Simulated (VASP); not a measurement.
Here is a VASP 6.6.1 calculation.

INCAR

```
PREC = Accurate ; ENCUT = 520
EDIFF = 1E-7 ; ISMEAR = 0
SIGMA = 0.15 ; LREAL = False
LASPH = True ; NELM = 100
ALGO = Normal ; ISIF = 2
LWAVE = False ; LCHARG = False
GGA = PE ; NBANDS = 12
```

The input KPOINTS:

```
Automatic mesh
0
Gamma
  18 18 18
```

File POSCAR:

```
Sc
1.0
   -1.9021764596      1.9172054859      1.7008274520
    1.9322345122     -1.9172054859      1.7343785480
    1.9021764596      1.9172054859     -1.7008274520
Sc
1
Direct
    0.0000000000      0.0000000000      0.0000000000
```

Potentials or basis: VASP PAW PBE potentials, release 64 (Sc_sv).

The run is started by

```sh
$ cat potpaw_PBE.64/Sc_sv/POTCAR > POTCAR
$ mpirun -np 1 vasp_std > vasp.out
```

Question: What does it give for the band gap on the k mesh?

Answer: Zero (an odd number of electrons rules out a gap without spin polarisation).

Question: What does it give for the pressure?

Answer: -0.7 GPa.

Stress tensor (GPa, compression positive):
```
-1.12  0.00 -0.49
 0.00 -1.10  0.00
-0.49  0.00  0.03
```

Caveat: the cell differs from its parent crystal (strain +0.0175 x Voigt [0, 0, 0, 0, 1, 0]).
